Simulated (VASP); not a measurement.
A run of VASP 6.6.1 is set up as follows.

POSCAR

```
LiH
1.0
    0.0000000000      2.0029948411      2.0029948411
    2.0029948411      0.0000000000      2.0029948411
    2.0029948411      2.0029948411      0.0000000000
Li H
1 1
Direct
    0.0000000000      0.0000000000      0.0000000000
    0.5000000000      0.5000000000      0.5000000000
```

The input INCAR.step1:

```
  PREC = Accurate
  ENCUT = 520
  EDIFF = 1E-5
  ISMEAR = 0
  SIGMA = 0.01
  LREAL = F
  LASPH = T
  NELM = 100
  ALGO = Normal
  ISIF = 2
  LWAVE = T
  LCHARG = F
  NBANDS = 9
  GGA = PE
```

The input INCAR.step2:

```
  PREC = Accurate
  ENCUT = 520
  EDIFF = 1E-6
  ISMEAR = 0
  SIGMA = 0.01
  LREAL = F
  LASPH = T
  NELM = 100
  ALGO = Normal
  ISIF = 2
  LWAVE = F
  LCHARG = F
  GGA = PE
  LHFCALC = T
  HFSCREEN = 0.2079
  PRECFOCK = Normal
  NBANDS = 9
  ISTART = 1
```

File KPOINTS:

```
Automatic mesh
0
Gamma
  8 8 8
```

Potentials or basis: VASP PAW PBE potentials, release 64 (Li_sv, H).

Run with:

```console
$ cat potpaw_PBE.64/Li_sv/POTCAR potpaw_PBE.64/H/POTCAR > POTCAR
$ cp INCAR.step1 INCAR
$ mpirun -np 1 vasp_std > vasp.out
$ cp INCAR.step2 INCAR
$ mpirun -np 1 vasp_std > vasp.out
```

Task: What does it give for the band gap on the k mesh?

Result: 3.97 eV.

 A k mesh can miss the band edges.
